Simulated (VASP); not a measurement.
## BiTe3O: single point with PBE

The system is BiTe3O.

```
CELL_PARAMETERS angstrom
4.50645 0.00000 0.00000
0.00000 4.50645 0.00000
0.00000 0.00000 6.89197
ATOMIC_POSITIONS crystal
Bi 0.50000 0.50000 0.48331
Te 0.00000 0.00000 0.32075
Te 0.50000 0.00000 0.84139
Te 0.00000 0.50000 0.84139
O 0.00000 0.00000 0.79314
```

The cell was built from a structure type or drawn by symmetry, and may not be a known phase.

| Quantity | Value |
| --- | --- |
| Program | VASP 6.6.1 |
| Task | single point |
| Functional | PBE |
| Potentials or basis | VASP PAW PBE potentials, release 64 (Bi_d, Te, O) |
| Cutoff | 520 eV |
| k mesh | 8 × 8 × 6 |
| Occupations | gaussian, width 0.1 eV |
| Spin | no spin polarisation |

```yaml
Pressure: -0.2 GPa
Largest_force: 0.017 eV/Å
Band_gap_on_the_k_mesh: zero (an odd number of electrons rules out a gap without spin polarisation)
```

Forces in eV/Å, atoms in the order of the input:
```
Bi   0.000  0.000 -0.001
Te   0.000  0.000  0.002
Te   0.000  0.000 -0.009
Te   0.000  0.000 -0.009
O    0.000  0.000  0.017
```

Stress tensor (GPa, compression positive):
```
-0.22  0.00  0.00
 0.00 -0.22  0.00
 0.00  0.00 -0.09
```

Levels at points of the mesh, in eV from the Fermi level:
| k point | band 16 | band 17 | band 18 | band 19 | band 20 | band 21 | band 22 | band 23 |
| --- | --- | --- | --- | --- | --- | --- | --- | --- |
| (0.00, 0.00, 0.00) | -1.50 | -0.64 | -0.64 | -0.21 | -0.06 | 1.80 | 2.22 | 2.22 |
| (0.50, 0.00, 0.00) | -1.61 | -1.49 | -0.47 | -0.36 | 0.36 | 0.73 | 0.81 | 1.33 |
| (0.50, 0.50, 0.00) | -2.92 | -1.47 | -1.47 | -0.93 | -0.21 | -0.16 | 2.74 | 3.27 |
| (0.00, 0.00, 0.50) | -1.70 | -0.91 | -0.91 | -0.68 | -0.31 | 1.21 | 2.79 | 2.79 |
| (0.50, 0.00, 0.50) | -1.83 | -1.46 | -1.15 | -0.86 | -0.51 | 0.63 | 1.01 | 2.40 |
| (0.50, 0.50, 0.50) | -2.65 | -1.74 | -0.48 | -0.48 | 0.30 | 0.59 | 2.55 | 2.55 |

Wall time 2.7 min on 1 thread of Intel(R) Xeon(R) Platinum 8488C (Sapphire Rapids), with other jobs on the host, peak memory 0.39 GiB.

Caveat: spin-orbit coupling is left out, which moves the levels of the heavy elements; this functional lacks dispersion, which binds the layers, so the pressure and a relaxed spacing across them are unreliable; an odd number of electrons without spin polarisation forces a metal; a magnetic or distorted state may lie lower.
